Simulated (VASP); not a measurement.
# WCl2F4 (P-1) in VASP: single point with PBE

Aim: the single point of WCl2F4 with PBE.

Program: VASP 6.6.1. These are calculated values, not measurements. Logs are shortened: lines on timing, memory, paths and dates and some standing lists are left out, and cuts for length are marked.

**1. The cell of the first run**

The typed cell holds 7 atoms: a = 5.835 Å, b = 5.987 Å, c = 6.143 Å, α = 64.95°, β = 69.70°, γ = 62.24°.

**2. Single point, PBE (24.15 Å³/atom)**

Contents of INCAR:

```
ALGO = Normal
EDIFF = 1E-6
ENCUT = 520
GGA = PE
ISIF = 2
ISMEAR = 0
LASPH = T
LCHARG = T
LELF = T
LREAL = F
LVHAR = T
LWAVE = F
NBANDS = 37
NELM = 100
PREC = Accurate
SIGMA = 0.02
```

Contents of KPOINTS:

```
k-points
0
Gamma
  6 6 4
```

Contents of POSCAR:

```
WCl2F4
1.0
    5.8293805579     -0.0409461716     -0.2608485950
    2.8259787266      5.2781370477     -0.0665057650
    2.3864598032      1.7406856704      5.3863947662
W Cl F
1 2 4
Direct
    0.0000000000      0.0000000000      0.0000000000
    0.2540710677      0.6432034800      0.2673953429
    0.7459289323      0.3567965200      0.7326046571
    0.3003053070      0.0616605519      0.7951423830
    0.9573189234      0.2209681656      0.1635906172
    0.0426810766      0.7790318344      0.8364093828
    0.6996946930      0.9383394481      0.2048576170
```

Potentials or basis: VASP PAW PBE potentials, release 64 (W_sv, Cl, F).

Run with:

```sh
> cat potpaw_PBE.64/W_sv/POTCAR potpaw_PBE.64/Cl/POTCAR potpaw_PBE.64/F/POTCAR > POTCAR
> mpirun -np 1 vasp_std > vasp.out
```

OUTCAR:

```text
EDIFF = 1E-6
   ENCUT = 520
   GGA = PE
   ISIF = 2
   ISMEAR = 0
   LASPH = T
   LREAL = F
   NELM = 100
   PREC = Accurate

 ion  position               nearest neighbor table
   1  0.000  0.000  0.000-   5 1.86   6 1.86   4 1.86   7 1.86   2 2.29   3 2.29
   2  0.254  0.643  0.267-   1 2.29
   3  0.746  0.357  0.733-   1 2.29
   4  0.300  0.062  0.795-   1 1.86
   5  0.957  0.221  0.164-   1 1.86
   6  0.043  0.779  0.836-   1 1.86
   7  0.700  0.938  0.205-   1 1.86

  LATTYP: Found a triclinic cell.
 ALAT       =    10.9014641239
 B/A-ratio  =     0.5975954401
 C/A-ratio  =     2.1858713009
 COS(alpha) =     0.0003956939
 COS(beta)  =     0.4587920471
 COS(gamma) =     0.8830931578

  Lattice vectors:

 A1 = (  -3.2654976500,  -8.8155884250,   5.5194062962)
 A2 = (  -0.4395189234,  -3.5374513773,   5.4529005312)
 A3 = ( -16.2542576175, -13.9966992646, -10.3789294074)

Analysis of symmetry for initial positions (statically):
=====================================================================
 Subroutine PRICEL returns:
 Original cell was already a primitive cell.

 Routine SETGRP: Setting up the symmetry group for a
 triclinic supercell.

 Subroutine GETGRP returns: Found  2 space group operations
 (whereof  2 operations were pure point group operations)
 out of a pool of  2 trial point group operations.

The static configuration has the point symmetry S_2 .

Analysis of symmetry for dynamics (positions and initial velocities):
=====================================================================
 Subroutine PRICEL returns:
 Original cell was already a primitive cell.

 Routine SETGRP: Setting up the symmetry group for a
 triclinic supercell.

 Subroutine GETGRP returns: Found  2 space group operations
 (whereof  2 operations were pure point group operations)
 out of a pool of  2 trial point group operations.

The dynamic configuration has the point symmetry S_2 .

 Subroutine INISYM returns: Found  2 space group operations
 (whereof  2 operations are pure point group operations),
 and found     1 'primitive' translations

----------------------------------------------------------------------------------------

                                     Primitive cell

  volume of cell :     169.0372

  direct lattice vectors                    reciprocal lattice vectors
     5.829380558 -0.040946172 -0.260848595     0.168873475 -0.090989158 -0.045415579
     2.825978727  5.278137048 -0.066505765    -0.001381372  0.189436728 -0.060606997
     2.386459803  1.740685670  5.386394766     0.008161032 -0.002067386  0.182705267

  length of vectors
     5.835357424  5.987429288  6.143160878     0.197129024  0.198900453  0.182899129

  position of ions in fractional coordinates (direct lattice)
     0.000000000  0.000000000  0.000000000
     0.254071068  0.643203480  0.267395343
     0.745928932  0.356796520  0.732604657
     0.300305307  0.061660552  0.795142383
     0.957318923  0.220968166  0.163590617
     0.042681077  0.779031834  0.836409383
     0.699694693  0.938339448  0.204857617

  ion indices of the primitive-cell ions
   primitive index   ion index
                 1           1
                 2           2
                 3           3
                 4           4
                 5           5
                 6           6
                 7           7

----------------------------------------------------------------------------------------

 KPOINTS: k-points

Automatic generation of k-mesh.
 Grid dimensions read from file:
 generate k-points for:    6    6    4

 Generating k-lattice:

  Cartesian coordinates                     Fractional coordinates (reciprocal lattice)
     0.028145579 -0.015164860 -0.007569263     0.166666667 -0.000000000 -0.000000000
    -0.000230229  0.031572788 -0.010101166     0.000000000  0.166666667  0.000000000
     0.002040258 -0.000516847  0.045676317    -0.000000000 -0.000000000  0.250000000

  Length of vectors
     0.032854837  0.033150075  0.045724782

  Shift w.r.t. Gamma in fractional coordinates (k-lattice)
     0.000000000  0.000000000  0.000000000

 Subroutine IBZKPT returns following result:
 ===========================================

 Found     76 irreducible k-points:

 Following reciprocal coordinates:
            Coordinates               Weight
  0.000000  0.000000  0.000000      1.000000
  0.166667 -0.000000  0.000000      2.000000
  0.333333 -0.000000  0.000000      2.000000
  0.500000  0.000000  0.000000      1.000000
 -0.000000  0.166667 -0.000000      2.000000
  0.166667  0.166667  0.000000      2.000000
[... 16 lines left out ...]
  0.333333  0.000000  0.250000      2.000000
  0.500000 -0.000000  0.250000      2.000000
 [... further k-points ...]
   k-points           NKPTS =     76   k-points in BZ     NKDIM =     76   number of bands    NBANDS=     37
   number of dos      NEDOS =    301   number of ions     NIONS =      7
   total plane-waves  NPLWV = 110592
   dimension x,y,z NGX =    48 NGY =   48 NGZ =   48
   dimension x,y,z NGXF=    96 NGYF=   96 NGZF=   96
   ions per type =               1   2   4
   NGX,Y,Z   is equivalent  to a cutoff of  13.67, 13.33, 12.99 a.u.
   NGXF,Y,Z  is equivalent  to a cutoff of  27.35, 26.66, 25.98 a.u.
 SYSTEM =  unknown system
   PREC   = accura    normal or accurate (medium, high low for compatibility)
   ISTART =      0    job   : 0-new  1-cont  2-samecut
   ICHARG =      2    charge: 1-file 2-atom 10-const
   ISPIN  =      1    spin polarized calculation?
   LNONCOLLINEAR =      F non collinear calculations
   LSORBIT =      F    spin-orbit coupling
   LASPH  =      T    aspherical Exc in radial PAW
   ENCUT  =  520.0 eV  38.22 Ry    6.18 a.u.  10.85 11.13 11.42*2*pi/ulx,y,z
   NELM   =    100;   NELMIN=  2; NELMDL= -5     # of ELM steps
   EDIFF  = 0.1E-05   stopping-criterion for ELM
   LREAL  =      F    real-space projection
   EDIFFG = 0.1E-04   stopping-criterion for IOM
   NSW    =      0    number of steps for IOM
   IBRION =     -1    ionic relax: 0-MD 1-quasi-New 2-CG
   NFREE  =      0    steps in history (QN), initial steepest desc. (CG)
   ISIF   =      2    stress and relaxation
   ISYM   =      2    0-nonsym 1-usesym 2-fastsym
   POTIM  = 0.5000    time-step for ionic-motion
   TEBEG  =    0.0;   TEEND  =   0.0 temperature during run
   PSTRESS=    0.0 pullay stress
   NELECT =      56.0000    total number of electrons
   NUPDOWN=      -1.0000    fix difference up-down
   EMIN   =  10.00;   EMAX   =-10.00  energy-range for DOS
   EFERMI =   0.00;   METHOD = LEGACY
   ISMEAR =     0;   SIGMA  =   0.02  broadening in eV -4-tet -1-fermi 0-gaus
   EFERMI_NEDOS =   21; number of points for ismear=-14 and -15
   IALGO  =     38    algorithm
   IMIX   =      4    mixing-type and parameters
     AMIX     =   0.40;   BMIX     =  1.00
     AMIX_MAG =   1.60;   BMIX_MAG =  1.00
  volume/ion in A,a.u.               =      24.15       162.96
  Fermi-wavevector in a.u.,A,eV,Ry     =   1.132774  2.140633 17.458695  1.283178
  Thomas-Fermi vector in A             =   2.269476
   LORBIT       =      0    0 simple, 1 ext, 2 COOP (PROOUT), +10 PAW based schemes
   GGA     = PE    functional components
   LHFCALC =     F    Hartree Fock is set to
   AEXX    =    0.0000 exact exchange contribution
   IVDW    =     0    specifies the selected vdW correction
   LEPSILON=     F    determine dielectric tensor
   LRPA    =     F    only Hartree local field effects (RPA)
 non-spin polarized calculation
 Gauss-broadening in eV      SIGMA  =   0.02
  energy-cutoff  :      520.00
  volume of cell :      169.04
 maximum number of plane-waves:      4574
 NGX is ok and might be reduce to    48
   NGX = 21   NGY = 23   NGZ = 23

 number of electron      55.9999996 magnetization

 Free energy of the ion-electron system (eV)
  ---------------------------------------------------
  ext. energy  EPLUGINS =         0.00000000
  ---------------------------------------------------
  free energy    TOTEN  =       -38.37613340 eV

  energy without entropy =      -38.37613340  energy(sigma->0) =      -38.37613340

 E-fermi :  -2.8124     XC(G=0):  -7.2742

 val. band max:       -3.0777961333   @ k =   0.0000   0.0000   0.0000
 cond. band min:      -0.1720414165   @ k =   0.0000   0.5000   0.5000
 fundamental gap:      2.9057547168
 Fermi energy:        -2.8123784956

 k-point     1 :       0.0000    0.0000    0.0000
  band No.  band energies     occupation
      1     -78.0394      2.00000
      2     -42.3225      2.00000
      3     -42.3197      2.00000
      4     -42.0076      2.00000
      5     -25.1696      2.00000
      6     -25.0265      2.00000
[... 29 lines left out ...]
     36       7.8673      0.00000
     37       8.3836      0.00000

 k-point     2 :       0.1667   -0.0000    0.0000
  band No.  band energies     occupation
      1     -78.0394      2.00000
      2     -42.3225      2.00000
      3     -42.3197      2.00000
      4     -42.0076      2.00000
      5     -25.1673      2.00000
      6     -25.0259      2.00000
[... 29 lines left out ...]
     36       7.6845      0.00000
     37       8.4564      0.00000

 k-point     3 :       0.3333   -0.0000    0.0000
  band No.  band energies     occupation
      1     -78.0394      2.00000
      2     -42.3225      2.00000
      3     -42.3198      2.00000
      4     -42.0076      2.00000
      5     -25.1629      2.00000
      6     -25.0245      2.00000
[... 29 lines left out ...]
     36       7.8562      0.00000
     37       8.3670      0.00000
[... 761 lines left out ...]
 k-point    23 :       0.3333    0.0000    0.2500
  band No.  band energies     occupation
      1     -78.0394      2.00000
      2     -42.3225      2.00000
      3     -42.3198      2.00000
      4     -42.0076      2.00000
      5     -25.1631      2.00000
      6     -25.0254      2.00000
[... 29 lines left out ...]
     36       7.8679      0.00000
     37       8.1233      0.00000

 k-point    24 :       0.5000   -0.0000    0.2500
  band No.  band energies     occupation
      1     -78.0394      2.00000
      2     -42.3225      2.00000
      3     -42.3198      2.00000
      4     -42.0076      2.00000
      5     -25.1605      2.00000
      6     -25.0244      2.00000
[... 29 lines left out ...]
     36       7.7999      0.00000
     37       8.0493      0.00000

 [... further k-points ...]

------------------------ aborting loop because EDIFF is reached ----------------------------------------

  FORCE on cell =-STRESS in cart. coord.  units (eV):
  Direction    XX          YY          ZZ          XY          YZ          ZX
  --------------------------------------------------------------------------------------
  -------------------------------------------------------------------------------------
  Total        1.0723578      0.8803620      0.9113500      0.4192283      0.5566481     -0.4629162
  in kB       10.1640795      8.3442950      8.6380070      3.9735523      5.2760525     -4.3876374
  external PRESSURE =       9.0487938 kB  Pullay stress =       0.0000000 kB

 VOLUME and BASIS-vectors are now :
 -----------------------------------------------------------------------------
  energy-cutoff  :      520.00
  volume of cell :      169.04
      direct lattice vectors                 reciprocal lattice vectors
     5.829380558 -0.040946172 -0.260848595     0.168873475 -0.090989158 -0.045415579
     2.825978727  5.278137048 -0.066505765    -0.001381372  0.189436728 -0.060606997
     2.386459803  1.740685670  5.386394766     0.008161032 -0.002067386  0.182705267

 POSITION                                       TOTAL-FORCE (eV/Angst)
 -----------------------------------------------------------------------------------
      0.00000      0.00000      0.00000         0.000000     -0.000000     -0.000000
      3.93688      3.84996      1.33125        -0.000859     -0.003158     -0.000893
      7.10493      3.12791      3.72779         0.000859      0.003158      0.000893
      3.82242      1.69725      4.20052         0.302520     -0.011139     -0.248514
      6.59543      1.41186      0.61675         0.162597      0.306091      0.185093
      4.44639      5.56601      4.44229        -0.162597     -0.306091     -0.185093
      7.21940      5.28063      0.85852        -0.302520      0.011139      0.248514
 -----------------------------------------------------------------------------------
    total drift:                                0.000000      0.000000      0.000000

  FREE ENERGIE OF THE ION-ELECTRON SYSTEM (eV)
  ---------------------------------------------------
  free  energy   TOTEN  =       -38.3761333977 eV

  energy  without entropy=      -38.3761333977  energy(sigma->0) =      -38.37613340
```

Wall time 15 min (1 thread of Oxide Virtual Turin-like, shared host); peak memory 0.54 GiB.

What came out:

```
Free energy            : -38.3761 eV
Pressure               : 0.9 GPa
Largest force          : 0.393 eV/Å
Band gap on the k mesh : 2.91 eV (least direct gap 2.93 eV)
```

Forces in eV/Å, atoms in the order of the input:
```
W    0.000  0.000  0.000
Cl  -0.001 -0.003 -0.001
Cl   0.001  0.003  0.001
F    0.303 -0.011 -0.249
F    0.163  0.306  0.185
F   -0.163 -0.306 -0.185
F   -0.303  0.011  0.249
```

Levels at points of the mesh, in eV from the valence-band top:
```tsv
k point	band 25	band 26	band 27	band 28	band 29	band 30	band 31	band 32
(0.00, 0.00, 0.00)	-0.33	-0.23	-0.19	0.00	2.93	3.01	3.57	6.51
(0.50, 0.00, 0.00)	-0.41	-0.28	-0.10	-0.09	2.91	3.04	3.59	6.64
(0.00, 0.50, 0.00)	-0.55	-0.34	-0.13	-0.08	3.00	3.12	3.59	6.39
(0.50, 0.50, 0.00)	-0.44	-0.26	-0.16	-0.09	2.96	3.14	3.59	6.37
(0.00, 0.00, 0.50)	-0.48	-0.33	-0.14	-0.13	3.00	3.15	3.58	6.51
(0.50, 0.00, 0.50)	-0.60	-0.29	-0.23	-0.07	3.03	3.17	3.56	6.14
(0.00, 0.50, 0.50)	-0.46	-0.27	-0.14	-0.05	2.91	3.10	3.60	6.39
(0.50, 0.50, 0.50)	-0.37	-0.29	-0.23	-0.01	2.92	3.05	3.58	6.76
```

Caveat: spin-orbit coupling is left out, which moves the levels of the heavy elements. A k mesh can miss the band edges.
